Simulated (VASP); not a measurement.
# SnSe (CsCl type) in VASP: notebook, part 2 of 2

VASP 6.6.1. The steps go on from the part before.

## (3) Electric field gradients, PBE

INCAR

```
ALGO     = Normal         # electronic algorithm
EDIFF    = 1E-8           # SCF threshold, eV
ENCUT    = 520            # plane-wave cutoff, eV
GGA      = PE             # functional
ISIF     = 2              # what is computed and relaxed
ISMEAR   = -1             # smearing method
LASPH    = True           # aspherical terms in the spheres
LCHARG   = False          # write CHGCAR
LEFG     = True         
LREAL    = False          # projectors in reciprocal space
LWAVE    = False          # write WAVECAR
NBANDS   = 17             # bands
NELM     = 60             # most SCF steps
PREC     = Accurate       # precision mode
SIGMA    = 0.03           # smearing width, eV
```

KPOINTS

```
k-points
0
Gamma
  12 12 12
```

POSCAR

```
SnSe
1.0
    3.6796456177      0.0000000000      0.0000000000
    0.0000000000      3.6796456177      0.0000000000
    0.0000000000      0.0000000000      3.6796456177
Sn Se
1 1
Direct
    0.0000000000      0.0000000000      0.0000000000
    0.5000000000      0.5000000000      0.5000000000
```

Potentials or basis: VASP PAW PBE potentials, release 64 (Sn_d, Se).

Started as:

```sh
$ cat potpaw_PBE.64/Sn_d/POTCAR potpaw_PBE.64/Se/POTCAR > POTCAR
$ mpirun -np 1 vasp_std > vasp.out
```

OUTCAR:

```text
EDIFF = 1E-8
   ENCUT = 520
   GGA = PE
   ISIF = 2
   ISMEAR = -1
   LASPH = True
   LREAL = False
   NELM = 60
   PREC = Accurate

 ion  position               nearest neighbor table
   1  0.000  0.000  0.000-   2 3.19   2 3.19   2 3.19   2 3.19   2 3.19   2 3.19   2 3.19   2 3.19

   2  0.500  0.500  0.500-   1 3.19   1 3.19   1 3.19   1 3.19   1 3.19   1 3.19   1 3.19   1 3.19

  LATTYP: Found a simple cubic cell.
 ALAT       =     3.6796456177

  Lattice vectors:

 A1 = (   3.6796456177,   0.0000000000,   0.0000000000)
 A2 = (   0.0000000000,   3.6796456177,   0.0000000000)
 A3 = (   0.0000000000,   0.0000000000,   3.6796456177)

Analysis of symmetry for initial positions (statically):
=====================================================================
 Subroutine PRICEL returns:
 Original cell was already a primitive cell.

 Routine SETGRP: Setting up the symmetry group for a
 simple cubic supercell.

 Subroutine GETGRP returns: Found 48 space group operations
 (whereof 48 operations were pure point group operations)
 out of a pool of 48 trial point group operations.

The static configuration has the point symmetry O_h .

Analysis of symmetry for dynamics (positions and initial velocities):
=====================================================================
 Subroutine PRICEL returns:
 Original cell was already a primitive cell.

 Routine SETGRP: Setting up the symmetry group for a
 simple cubic supercell.

 Subroutine GETGRP returns: Found 48 space group operations
 (whereof 48 operations were pure point group operations)
 out of a pool of 48 trial point group operations.

The dynamic configuration has the point symmetry O_h .

 Subroutine INISYM returns: Found 48 space group operations
[... 150 lines left out ...]
 Fermi energy:         6.1783309110

 k-point     1 :       0.0000    0.0000    0.0000
  band No.  band energies     occupation
      1     -15.3954      2.00000
      2     -15.3954      2.00000
      3     -15.3214      2.00000
      4     -15.3214      2.00000
      5     -15.3214      2.00000
      6      -7.4656      2.00000
[... 457 lines left out ...]
      4     -15.3331      2.00000
      5     -15.3178      2.00000
      6      -6.0633      2.00000
[... 9 lines left out ...]
     16      15.7651      0.00000
     17      16.4066      0.00000

 [... further k-points ...]
[... 5 lines left out ...]
  --------------------------------------------------------------------------------------
  -------------------------------------------------------------------------------------
  Total       -0.0046292     -0.0046292     -0.0046292     -0.0000000      0.0000000     -0.0000000
  in kB       -0.1488681     -0.1488681     -0.1488681     -0.0000000      0.0000000     -0.0000000
  external PRESSURE =      -0.1488681 kB  Pullay stress =       0.0000000 kB

 VOLUME and BASIS-vectors are now :
 -----------------------------------------------------------------------------
  energy-cutoff  :      520.00
  volume of cell :       49.82
      direct lattice vectors                 reciprocal lattice vectors
     3.679645618  0.000000000  0.000000000     0.271765301  0.000000000  0.000000000
     0.000000000  3.679645618  0.000000000     0.000000000  0.271765301  0.000000000
     0.000000000  0.000000000  3.679645618     0.000000000  0.000000000  0.271765301

 POSITION                                       TOTAL-FORCE (eV/Angst)
 -----------------------------------------------------------------------------------
      0.00000      0.00000      0.00000         0.000000      0.000000      0.000000
      1.83982      1.83982      1.83982         0.000000      0.000000      0.000000
 -----------------------------------------------------------------------------------
    total drift:                               -0.000000      0.000000     -0.000000

  FREE ENERGIE OF THE ION-ELECTRON SYSTEM (eV)
  ---------------------------------------------------
  free  energy   TOTEN  =        -7.7159438918 eV

  energy  without entropy=       -7.7127562555  energy(sigma->0) =       -7.71435007

 Electric field gradients (V/A^2)
---------------------------------------------------------------------
 ion       V_xx      V_yy      V_zz      V_xy      V_xz      V_yz
---------------------------------------------------------------------
   1       0.000     0.000    -0.000     0.000     0.000    -0.000
   2       0.000     0.000     0.000     0.000     0.000    -0.000
---------------------------------------------------------------------

 Electric field gradients after diagonalization (V/A^2)
 (convention: |V_zz| > |V_xx| > |V_yy|)
----------------------------------------------------------------------
 ion       V_xx      V_yy      V_zz     asymmetry (V_yy - V_xx)/ V_zz
----------------------------------------------------------------------
   1       0.000     0.000    -0.000       0.129
   2       0.000     0.000     0.000      -0.352
----------------------------------------------------------------------

           NMR quadrupolar parameters

 Cq : quadrupolar parameter    Cq=e*Q*V_zz/h
 eta: asymmetry parameters     (V_yy - V_xx)/ V_zz
 Q  : nuclear electric quadrupole moment in mb (millibarn)
----------------------------------------------------------------------
 ion       Cq(MHz)       eta       Q (mb)
----------------------------------------------------------------------
   1      -0.000       0.129       1.000
   2       0.000      -0.352       1.000
----------------------------------------------------------------------
```

OSZICAR:

```text
N       E                     dE             d eps       ncg     rms          rms(c)
DAV:   1     0.132646232158E+03    0.13265E+03   -0.98036E+03  2897   0.150E+03
DAV:   2     0.413333870273E+01   -0.12851E+03   -0.12488E+03  3090   0.357E+02
DAV:   3    -0.769154792921E+01   -0.11825E+02   -0.11645E+02  3492   0.917E+01
DAV:   4    -0.798031869709E+01   -0.28877E+00   -0.28845E+00  3457   0.150E+01
DAV:   5    -0.798798129693E+01   -0.76626E-02   -0.76623E-02  3957   0.242E+00    0.298E+00
DAV:   6    -0.771932362615E+01    0.26866E+00   -0.66562E-01  4074   0.494E+00    0.168E+00
DAV:   7    -0.771736210670E+01    0.19615E-02   -0.59382E-02  3174   0.120E+00    0.943E-01
DAV:   8    -0.771608696273E+01    0.12751E-02   -0.67868E-03  3247   0.677E-01    0.115E-01
DAV:   9    -0.771591248204E+01    0.17448E-03   -0.84485E-04  3728   0.207E-01    0.479E-02
DAV:  10    -0.771594292875E+01   -0.30447E-04   -0.86115E-05  3230   0.567E-02    0.912E-03
DAV:  11    -0.771594393506E+01   -0.10063E-05   -0.23439E-06  3906   0.123E-02    0.284E-03
DAV:  12    -0.771594397660E+01   -0.41533E-07   -0.19154E-07  3761   0.593E-03    0.536E-04
DAV:  13    -0.771594392534E+01    0.51262E-07   -0.88540E-09  2197   0.684E-04    0.267E-04
DAV:  14    -0.771594389179E+01    0.33550E-07   -0.21356E-09  1697   0.363E-04    0.802E-05
DAV:  15    -0.771594389182E+01   -0.35925E-10   -0.27482E-10  1660   0.157E-04
   1 F= -.77159439E+01 E0= -.77143501E+01  d E =-.318764E-02
```

stdout:

```text
POSCAR found type information on POSCAR SnSe
 POSCAR found :  2 types and       2 ions
 scaLAPACK will be used
 LDA part: xc-table for (Slater+PW92), standard interpolation
 POSCAR, INCAR and KPOINTS ok, starting setup
 FFT: planning ... GRIDC
 FFT: planning ... GRID_SOFT
 FFT: planning ... GRID
 WAVECAR not read
 entering main loop
ion   1

ion   2
```

It took 32 s on 1 thread of AMD EPYC 9R45 (Zen 5), shared host; peak memory 0.18 GiB.

Results:

```
Free energy            : -7.7159 eV
Pressure               : 0.0 GPa
Band gap on the k mesh : zero (band 10 reaches 6.52 eV, above the bottom of band 11 at 5.14 eV)
```

Caveat: without QUAD_EFG the Cq values of the log hold for a quadrupole moment of 1 mb, not for the nuclei; spin-orbit coupling is left out, which moves the levels of the heavy elements.

## (4) Electric field gradients, PBE (equal xy, yz and zx shear strains of +1.5 %)

INCAR

```
SYSTEM = SnSe
PREC = Accurate
ENCUT = 520
EDIFF = 1E-8
ISMEAR = -1
SIGMA = 0.03
LREAL = .FALSE.
LASPH = .TRUE.
NELM = 60
ALGO = Normal
ISIF = 2
LWAVE = .FALSE.
LCHARG = .FALSE.
GGA = PE
LEFG = .TRUE.
NBANDS = 17
```

KPOINTS

```
Automatic mesh
0
G
  12 12 12
  0 0 0
```

POSCAR

```
SnSe
1.0
    3.6796456177      0.0275973421      0.0275973421
    0.0275973421      3.6796456177      0.0275973421
    0.0275973421      0.0275973421      3.6796456177
Sn Se
1 1
Direct
    0.0000000000      0.0000000000      0.0000000000
    0.5000000000      0.5000000000      0.5000000000
```

Potentials or basis: VASP PAW PBE potentials, release 64 (Sn_d, Se).

Started as:

```sh
$ cat potpaw_PBE.64/Sn_d/POTCAR potpaw_PBE.64/Se/POTCAR > POTCAR
$ mpirun -np 1 vasp_std > vasp.out
```

OUTCAR:

```text
SYSTEM = SnSe
   PREC = Accurate
   ENCUT = 520
   EDIFF = 1E-8
   ISMEAR = -1
   LREAL = .FALSE.
   LASPH = .TRUE.
   NELM = 60
   ISIF = 2
   GGA = PE

 ion  position               nearest neighbor table
   1  0.000  0.000  0.000-   2 3.17   2 3.17   2 3.17   2 3.17   2 3.17   2 3.17   2 3.23   2 3.23

   2  0.500  0.500  0.500-   1 3.17   1 3.17   1 3.17   1 3.17   1 3.17   1 3.17   1 3.23   1 3.23

  LATTYP: Found a trigonal (rhomboedric) cell.
 ALAT       =     3.6798525919
 COS(alpha) =     0.0150545563

[... 695 lines left out ...]
  ---------------------------------------------------
  free  energy   TOTEN  =        -7.7164369432 eV

  energy  without entropy=       -7.7133697356  energy(sigma->0) =       -7.71490334

 Electric field gradients (V/A^2)
---------------------------------------------------------------------
 ion       V_xx      V_yy      V_zz      V_xy      V_xz      V_yz
---------------------------------------------------------------------
   1      -0.000    -0.000    -0.000     4.553     4.553     4.553
   2      -0.000    -0.000     0.000   -10.666   -10.666   -10.666
---------------------------------------------------------------------

 Electric field gradients after diagonalization (V/A^2)
 (convention: |V_zz| > |V_xx| > |V_yy|)
----------------------------------------------------------------------
 ion       V_xx      V_yy      V_zz     asymmetry (V_yy - V_xx)/ V_zz
----------------------------------------------------------------------
   1      -4.553    -4.553     9.106       0.000
   2      10.666    10.666   -21.333       0.000
----------------------------------------------------------------------

           NMR quadrupolar parameters

 Cq : quadrupolar parameter    Cq=e*Q*V_zz/h
 eta: asymmetry parameters     (V_yy - V_xx)/ V_zz
 Q  : nuclear electric quadrupole moment in mb (millibarn)
----------------------------------------------------------------------
 ion       Cq(MHz)       eta       Q (mb)
----------------------------------------------------------------------
   1       0.022       0.000       1.000
   2      -0.052       0.000       1.000
----------------------------------------------------------------------
```

It took 2 min on 1 thread of AMD EPYC 7R13 (Zen 3), shared host; peak memory 0.25 GiB.

Results:

```
Free energy            : -7.7164 eV
Pressure               : 0.0 GPa
Band gap on the k mesh : zero (band 10 reaches 6.53 eV, above the bottom of band 11 at 5.07 eV)
```

Stress tensor (GPa, compression positive):
```
-0.03  0.08  0.08
 0.08 -0.03  0.08
 0.08  0.08 -0.03
```

Electric field gradients, principal values (V/Å²):
| atom | least | middle | greatest (by size) |
| --- | --- | --- | --- |
| 1 Sn | -4.553 | -4.553 | 9.106 |
| 2 Se | 10.666 | 10.666 | -21.333 |

Caveat: the cell differs from its parent crystal (equal xy, yz and zx shear strains of +1.5 %); without QUAD_EFG the Cq values of the log hold for a quadrupole moment of 1 mb, not for the nuclei; spin-orbit coupling is left out, which moves the levels of the heavy elements.
